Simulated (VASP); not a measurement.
# Al2OsN3 (R-3m) in VASP: a series of runs

The runs below take Al2OsN3 through single point, with PBE.

Everything below comes from runs of VASP 6.6.1. Logs are shortened: lines on timing, memory, paths and dates and some standing lists are left out, and cuts for length are marked.

## (1) The cell of the first run

Symmetry: R-3m, No. 166, trigonal system. Conventional cell: a = 4.440 Å, b = 4.440 Å, c = 11.833 Å, α = 90.00°, β = 90.00°, γ = 120.00°. Al (site symmetry 3m) has 3 Os at 2.62 Å and 9 N at 2.64 to 2.82 Å and 4 Al at 2.78 to 2.87 Å within 3.5 Å. Os (site symmetry -3m) has 6 N at 2.35 Å and 6 Al at 2.62 Å within 3.1 Å. Within 2.9 Å of N (site symmetry 2/m) lie 4 N at 2.22 Å and 2 Os at 2.35 Å and 6 Al at 2.64 to 2.82 Å.

The cell was generated, and may not be a known phase.

## (2) Single point, PBE, collinear spin

Contents of INCAR:

```
SYSTEM = Al2OsN3
PREC     = Accurate       ! precision mode
ENCUT    = 520            ! plane-wave cutoff, eV
EDIFF    = 1E-6           ! SCF threshold, eV
ISMEAR   = 0              ! smearing method
SIGMA    = 0.1            ! smearing width, eV
LREAL    = .False.        ! projectors in reciprocal space
LASPH    = .True.         ! aspherical terms in the spheres
NELM     = 150            ! most SCF steps
ALGO     = Normal         ! electronic algorithm
ISIF     = 2              ! what is computed and relaxed
LWAVE    = .False.        ! write WAVECAR
LCHARG   = .False.        ! write CHGCAR
ISPIN    = 2              ! spin polarisation
MAGMOM   = 0 0 1 0 0 0    ! initial moments
LORBIT   = 11             ! projections on sites
LMAXMIX  = 4              ! l up to which the mixer works
GGA      = PE             ! functional
NBANDS   = 28             ! bands
```

Contents of KPOINTS:

```
Automatic mesh
0
Gamma
  6 6 6
  0 0 0
```

Contents of POSCAR:

```
Al2OsN3
1.0
    2.2202187000      1.2818438600      3.9442876400
   -2.2202187000      1.2818438600      3.9442876400
    0.0000000000     -2.5636877300      3.9442876400
Al Os N
2 1 3
Direct
    0.8785759800      0.8785759800      0.8785759800
    0.1214240200      0.1214240200      0.1214240200
    0.5000000000      0.5000000000      0.5000000000
    0.5000000000      0.0000000000      0.5000000000
    0.5000000000      0.5000000000      0.0000000000
    0.0000000000      0.5000000000      0.5000000000
```

Potentials or basis: VASP PAW PBE potentials, release 64 (Al, Os, N).

On the command line:

```sh
> cat potpaw_PBE.64/Al/POTCAR potpaw_PBE.64/Os/POTCAR potpaw_PBE.64/N/POTCAR > POTCAR
> mpirun -np 1 vasp_std > vasp.out
```

OUTCAR:

```text
SYSTEM = Al2OsN3
   PREC = Accurate
   ENCUT = 520
   EDIFF = 1E-6
   ISMEAR = 0
   LREAL = .False.
   LASPH = .True.
   NELM = 150
   ISIF = 2
   ISPIN = 2
   LORBIT = 11
   GGA = PE

 ion  position               nearest neighbor table
   1  0.879  0.879  0.879-   3 2.62   3 2.62   3 2.62   2 2.78   2 2.78   2 2.78   2 2.87
   2  0.121  0.121  0.121-   3 2.62   3 2.62   3 2.62   1 2.78   1 2.78   1 2.78   1 2.87
   3  0.500  0.500  0.500-   4 2.35   6 2.35   4 2.35   6 2.35   5 2.35   5 2.35   1 2.62   2 2.62
                             1 2.62   2 2.62   1 2.62   2 2.62
   4  0.500  0.000  0.500-   3 2.35   3 2.35
   5  0.500  0.500  0.000-   3 2.35   3 2.35
   6  0.000  0.500  0.500-   3 2.35   3 2.35

  LATTYP: Found a trigonal (rhomboedric) cell.
 ALAT       =     4.7042427387
 COS(alpha) =     0.5545057930

  Lattice vectors:

 A1 = (   2.2202187000,   1.2818438600,   3.9442876400)
 A2 = (  -2.2202187000,   1.2818438600,   3.9442876400)
 A3 = (   0.0000000000,  -2.5636877300,   3.9442876400)

Analysis of symmetry for initial positions (statically):
=====================================================================
 Subroutine PRICEL returns:
 Original cell was already a primitive cell.

 Routine SETGRP: Setting up the symmetry group for a
 trigonal (rhombohedral) supercell.

 Subroutine GETGRP returns: Found 12 space group operations
 (whereof 12 operations were pure point group operations)
 out of a pool of 12 trial point group operations.

The static configuration has the point symmetry D_3d.

Analysis of symmetry for dynamics (positions and initial velocities):
=====================================================================
 Subroutine PRICEL returns:
 Original cell was already a primitive cell.

 Routine SETGRP: Setting up the symmetry group for a
 trigonal (rhombohedral) supercell.

 Subroutine GETGRP returns: Found 12 space group operations
 (whereof 12 operations were pure point group operations)
 out of a pool of 12 trial point group operations.

The dynamic configuration has the point symmetry D_3d.

Analysis of structural, dynamic, and magnetic symmetry:
=====================================================================
 Subroutine PRICEL returns:
 Original cell was already a primitive cell.

 Routine SETGRP: Setting up the symmetry group for a
 trigonal (rhombohedral) supercell.

 Subroutine GETGRP returns: Found 12 space group operations
[... 144 lines left out ...]
  energy-cutoff  :      520.00
  volume of cell :       67.35
 maximum number of plane-waves:      1832
   NGX = 17   NGY = 17   NGZ = 17

 number of electron      28.9999998 magnetization       0.0005465

 Free energy of the ion-electron system (eV)
  ---------------------------------------------------
  ext. energy  EPLUGINS =         0.00000000
  ---------------------------------------------------
  free energy    TOTEN  =       -34.52112086 eV

  energy without entropy =      -34.49686475  energy(sigma->0) =      -34.50899280

 E-fermi :   7.8193     XC(G=0): -11.8317

 val. band max:        7.8182756710   @ k =  -0.3333   0.1667  -0.0000
 cond. band min:       7.8329834376   @ k =   0.0000   0.0000   0.0000
 fundamental gap:      0.0147077666
 Fermi energy:         7.8192954181

 spin component 1

 k-point     1 :       0.0000    0.0000    0.0000
  band No.  band energies     occupation
      1      -9.5231      1.00000
      2      -4.8507      1.00000
      3      -4.8507      1.00000
      4       0.4402      1.00000
      5       1.0632      1.00000
      6       2.2520      1.00000
[... 685 lines left out ...]
     25      15.5636      0.00000
     26      17.6533      0.00000

 [... further k-points ...]

 spin component 2

 k-point     1 :       0.0000    0.0000    0.0000
  band No.  band energies     occupation
      1      -9.5230      1.00000
      2      -4.8506      1.00000
      3      -4.8506      1.00000
      4       0.4403      1.00000
      5       1.0633      1.00000
      6       2.2521      1.00000
[... 685 lines left out ...]
     25      15.5636      0.00000
     26      17.6534      0.00000

 [... further k-points ...]

 [bands above 26 left out]

------------------------ aborting loop because EDIFF is reached ----------------------------------------

  FORCE on cell =-STRESS in cart. coord.  units (eV):
  Direction    XX          YY          ZZ          XY          YZ          ZX
  --------------------------------------------------------------------------------------
  -------------------------------------------------------------------------------------
  Total       -1.1434627     -1.1434627     -4.4949532      0.0000000      0.0000000      0.0000000
  in kB      -27.2008133    -27.2008132   -106.9264250      0.0000000      0.0000001      0.0000000
  external PRESSURE =     -53.7760172 kB  Pullay stress =       0.0000000 kB

 VOLUME and BASIS-vectors are now :
 -----------------------------------------------------------------------------
  energy-cutoff  :      520.00
  volume of cell :       67.35
      direct lattice vectors                 reciprocal lattice vectors
     2.220218700  1.281843860  3.944287640     0.225203040  0.130021036  0.084510402
    -2.220218700  1.281843860  3.944287640    -0.225203040  0.130021036  0.084510402
     0.000000000 -2.563687730  3.944287640     0.000000000 -0.260042071  0.084510402

 POSITION                                       TOTAL-FORCE (eV/Angst)
 -----------------------------------------------------------------------------------
      0.00000     -0.00000     10.39607        -0.000000     -0.000000      0.660047
      0.00000     -0.00000      1.43679        -0.000000      0.000000     -0.660047
      0.00000     -0.00000      5.91643         0.000000      0.000000     -0.000000
      1.11011     -0.64092      3.94429         0.000000      0.000000      0.000000
      0.00000      1.28184      3.94429        -0.000000     -0.000000     -0.000000
     -1.11011     -0.64092      3.94429        -0.000000      0.000000     -0.000000
 -----------------------------------------------------------------------------------
    total drift:                               -0.000000     -0.000000      0.000000

  FREE ENERGIE OF THE ION-ELECTRON SYSTEM (eV)
  ---------------------------------------------------
  free  energy   TOTEN  =       -34.5211208578 eV

  energy  without entropy=      -34.4968647474  energy(sigma->0) =      -34.50899280

 total charge

# of ion       s       p       d       tot
------------------------------------------
    1        0.430   0.297   0.000   0.727
    2        0.430   0.297   0.000   0.727
    3        0.579   0.531   6.113   7.222
    4        1.382   2.037   0.000   3.419
    5        1.382   2.037   0.000   3.419
    6        1.382   2.037   0.000   3.419
--------------------------------------------------
tot          5.584   7.237   6.113  18.934

 magnetization (x)

# of ion       s       p       d       tot
------------------------------------------
    1        0.000   0.000   0.000   0.000
    2        0.000   0.000   0.000   0.000
    3        0.000   0.000   0.000   0.000
    4        0.000   0.000   0.000   0.000
    5        0.000   0.000   0.000   0.000
    6        0.000   0.000   0.000   0.000
--------------------------------------------------
tot          0.000   0.000   0.000   0.000
```

OSZICAR:

```text
N       E                     dE             d eps       ncg     rms          rms(c)
DAV:   1     0.116357425156E+03    0.11636E+03   -0.13119E+04  3584   0.949E+02
DAV:   2    -0.264150516700E+02   -0.14277E+03   -0.12715E+03  4084   0.217E+02
DAV:   3    -0.377640242446E+02   -0.11349E+02   -0.10700E+02  4316   0.571E+01
DAV:   4    -0.379399623005E+02   -0.17594E+00   -0.17500E+00  4008   0.821E+00
DAV:   5    -0.379426586301E+02   -0.26963E-02   -0.26957E-02  4232   0.977E-01    0.222E+01
DAV:   6    -0.424877424534E+02   -0.45451E+01   -0.47995E+01  4944   0.373E+01    0.222E+01
DAV:   7    -0.346154896592E+02    0.78723E+01   -0.12967E+01  4964   0.285E+01    0.630E+00
DAV:   8    -0.346969282633E+02   -0.81439E-01   -0.34916E+00  4716   0.892E+00    0.491E+00
DAV:   9    -0.345258714724E+02    0.17106E+00   -0.56524E-01  4784   0.452E+00    0.822E-01
DAV:  10    -0.345220439021E+02    0.38276E-02   -0.23091E-02  3888   0.871E-01    0.268E-01
DAV:  11    -0.345212167604E+02    0.82714E-03   -0.26120E-03  4856   0.259E-01    0.129E-01
DAV:  12    -0.345211257536E+02    0.91007E-04   -0.45807E-04  4784   0.156E-01    0.893E-02
DAV:  13    -0.345211299935E+02   -0.42399E-05   -0.40577E-05  3952   0.330E-02    0.574E-02
DAV:  14    -0.345211210948E+02    0.88987E-05   -0.22120E-05  4088   0.216E-02    0.828E-03
DAV:  15    -0.345211208578E+02    0.23704E-06   -0.30201E-06  3708   0.855E-03
   1 F= -.34521121E+02 E0= -.34508993E+02  d E =-.242561E-01  mag=     0.0003
```

Run time: 2 min. Hardware: 1 thread of Intel Xeon 6975P-C (Granite Rapids), shared host; peak memory 0.29 GiB.

Results:

| Property | Result |
| --- | --- |
| Free energy | -34.5211 eV |
| Pressure | -5.4 GPa |
| Largest force | 0.660 eV/Å |
| Net moment | 0.00 μB per cell |
| Valence electrons inside the program's atomic spheres | Al 0.73; Os 7.22; N 3.42 |

Forces on the atoms (eV/Å):
```
Al   0.000  0.000  0.660
Al   0.000  0.000 -0.660
Os   0.000  0.000  0.000
N    0.000  0.000  0.000
N    0.000  0.000  0.000
N    0.000  0.000  0.000
```

Stress tensor (GPa, compression positive):
```
 -2.72   0.00   0.00
  0.00  -2.72   0.00
  0.00   0.00 -10.69
```

Levels at points of the mesh, in eV from the Fermi level:
Spin up:
```
           k point  band 12  band 13  band 14  band 15  band 16  band 17
(0.00, 0.00, 0.00)    -2.58    -0.76    -0.76     0.01     0.59     1.44
(0.50, 0.00, 0.00)    -1.71    -1.06    -0.97    -0.81    -0.50    -0.02
(0.50, 0.50, 0.00)    -1.59    -1.56    -0.81    -0.36    -0.31     1.19
(0.50, 0.50, 0.50)    -1.50    -1.50     1.48     2.11     2.11     3.17
```
Spin down:
```
           k point  band 10  band 11  band 12  band 13  band 14  band 15  band 16  band 17  band 18  band 19
(0.00, 0.00, 0.00)    -4.04    -2.58    -2.58    -0.76    -0.76     0.01     0.59     1.44     2.39     2.39
(0.50, 0.00, 0.00)    -3.56    -3.36    -1.71    -1.06    -0.97    -0.81    -0.50    -0.02     2.01     2.49
(0.50, 0.50, 0.00)    -2.98    -1.99    -1.59    -1.56    -0.81    -0.36    -0.31     1.19     2.02     2.50
(0.50, 0.50, 0.50)    -2.43    -1.84    -1.50    -1.50     1.48     2.11     2.11     3.17     3.17     3.62
```

Caveat: the stress differs along the axes, from -11 to -3 GPa; spin-orbit coupling is left out, which moves the levels of the heavy elements.

## (3) Single point, PBE, collinear spin

This run uses another cell than the first one, of 11.29 Å³/atom.

Contents of INCAR:

```
SYSTEM = Al2OsN3
  PREC = Accurate
  ENCUT = 520
  EDIFF = 1E-6
  ISMEAR = 0
  SIGMA = 0.1
  LREAL = .False.
  LASPH = .True.
  NELM = 150
  ALGO = Normal
  ISIF = 2
  LWAVE = .False.
  LCHARG = .True.
  ISPIN = 2
  MAGMOM = 0 0 1 0 0 0
  LORBIT = 11
  LMAXMIX = 4
  GGA = PE
  LELF = .True.
  LVHAR = .True.
  NBANDS = 28
```

KPOINTS is that of step 2.

Contents of POSCAR:

```
Al2OsN3
1.0
    2.7833107802      1.6069452271      2.5239883935
   -2.7833107802      1.6069452271      2.5239883935
    0.0000000000     -3.2138904575      2.5239883914
Al Os N
2 1 3
Direct
    0.8277538829      0.8277538829      0.8277538829
    0.1722461171      0.1722461171      0.1722461171
    0.5000000000      0.5000000000      0.5000000000
    0.5000000000      0.0000000000      0.5000000000
    0.5000000000      0.5000000000      0.0000000000
    0.0000000000      0.5000000000      0.5000000000
```

Potentials or basis: VASP PAW PBE potentials, release 64 (Al, Os, N).

On the command line:

```sh
> cat potpaw_PBE.64/Al/POTCAR potpaw_PBE.64/Os/POTCAR potpaw_PBE.64/N/POTCAR > POTCAR
> mpirun -np 1 vasp_std > vasp.out
```

Run time: 2.2 min. Hardware: 1 thread of Intel Xeon 6975P-C (Granite Rapids), shared host; peak memory 0.25 GiB.

Results (log left out):

| Item | Value |
| --- | --- |
| Free energy | -41.7596 eV |
| Pressure | 1.3 GPa |
| Largest force | 0.019 eV/Å |
| Net moment | 0.00 μB per cell |
| Valence electrons inside the program's atomic spheres | Al 0.74; Os 7.52; N 3.72 |

Forces in eV/Å, atoms in the order of the input:
```
Al   0.000  0.000 -0.019
Al   0.000  0.000  0.019
Os   0.000  0.000  0.000
N    0.000  0.000  0.000
N    0.000  0.000  0.000
N    0.000  0.000  0.000
```

Stress tensor (GPa, compression positive):
```
1.22 0.00 0.00
0.00 1.22 0.00
0.00 0.00 1.43
```

Levels at points of the mesh, in eV from the Fermi level:
Spin up:
| k point | band 10 | band 11 | band 12 | band 13 | band 14 | band 15 | band 16 | band 17 | band 18 | band 19 |
| --- | --- | --- | --- | --- | --- | --- | --- | --- | --- | --- |
| (0.00, 0.00, 0.00) | -3.00 | -2.87 | -2.87 | -2.25 | -1.49 | -1.49 | -1.39 | 0.83 | 0.83 | 3.43 |
| (0.50, 0.00, 0.00) | -3.71 | -3.11 | -2.16 | -1.63 | -0.03 | -0.01 | 0.89 | 0.97 | 1.38 | 3.68 |
| (0.50, 0.50, 0.00) | -3.70 | -3.60 | -1.76 | -1.42 | 0.29 | 0.72 | 1.37 | 2.14 | 3.50 | 4.24 |
| (0.50, 0.50, 0.50) | -3.29 | -1.77 | -1.77 | -0.31 | -0.05 | 0.53 | 0.53 | 5.66 | 6.12 | 6.12 |
Spin down:
```tsv
k point	band 12	band 13	band 14	band 15	band 16	band 17
(0.00, 0.00, 0.00)	-2.87	-2.25	-1.49	-1.49	-1.39	0.83
(0.50, 0.00, 0.00)	-2.16	-1.63	-0.03	-0.01	0.89	0.97
(0.50, 0.50, 0.00)	-1.76	-1.42	0.29	0.72	1.37	2.14
(0.50, 0.50, 0.50)	-1.77	-0.31	-0.05	0.53	0.53	5.66
```

Caveat: spin-orbit coupling is left out, which moves the levels of the heavy elements.
